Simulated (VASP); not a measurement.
Wanted: the native input for a VASP 6.6.1 run.

- Task: single point
- Functional: revPBE
- Potentials or basis: VASP PAW PBE potentials, release 64 (Ta_pv, N)
- Cutoff: 600 eV
- k mesh: 5 × 5 × 7
- Occupations: fermi-dirac, width 0.15 eV
- Spin: no spin polarisation
- Dipole correction: no
- Further INCAR settings: ALGO = Normal; EDIFF = 1e-06; NBANDS = 33

The structure of TaN lies in POSCAR:

```
TaN
1.0
    5.1910000000      0.0000000000      0.0000000000
   -2.5955000000      4.4955380000      0.0000000000
    0.0000000000      0.0000000000      2.9080000000
Ta N
3 3
Direct
    0.0000000000      0.0000000000      0.0000000000
    0.3333333333      0.6666666667      0.5000000000
    0.6666666667      0.3333333333      0.5000000000
    0.5000000000      0.0000000000      0.0000000000
    0.5000000000      0.5000000000      0.0000000000
    0.0000000000      0.5000000000      0.0000000000
```

These files were run (other wordings do the same):

INCAR

```
ALGO = Normal
EDIFF = 1E-6
ENCUT = 600
GGA = RE
GGA_COMPAT = False
ISIF = 2
ISMEAR = -1
LASPH = True
LCHARG = False
LREAL = False
LWAVE = False
NBANDS = 33
NELM = 120
PREC = Accurate
SIGMA = 0.15
```

KPOINTS

```
k-points
0
Gamma
  5 5 7
```

Potentials or basis: VASP PAW PBE potentials, release 64 (Ta_pv, N).

Command:

```bash
$ cat potpaw_PBE.64/Ta_pv/POTCAR potpaw_PBE.64/N/POTCAR > POTCAR
$ mpirun -np 1 vasp_std > vasp.out
```

Results of the run:

| Property | Result |
| --- | --- |
| Pressure | 13.8 GPa |
| Band gap on the k mesh | zero (band 24 reaches 9.08 eV, above the bottom of band 25 at 7.06 eV) |

Caveat: the PAW data sets were made with another functional, which shifts forces and pressure a little; spin-orbit coupling is left out, which moves the levels of the heavy elements.

Run time: 49 s on 1 thread of Intel(R) Xeon(R) Platinum 8259CL CPU @ 2.50GHz (Skylake/Cascade Lake), with other jobs on the host, peak memory 0.22 GiB.
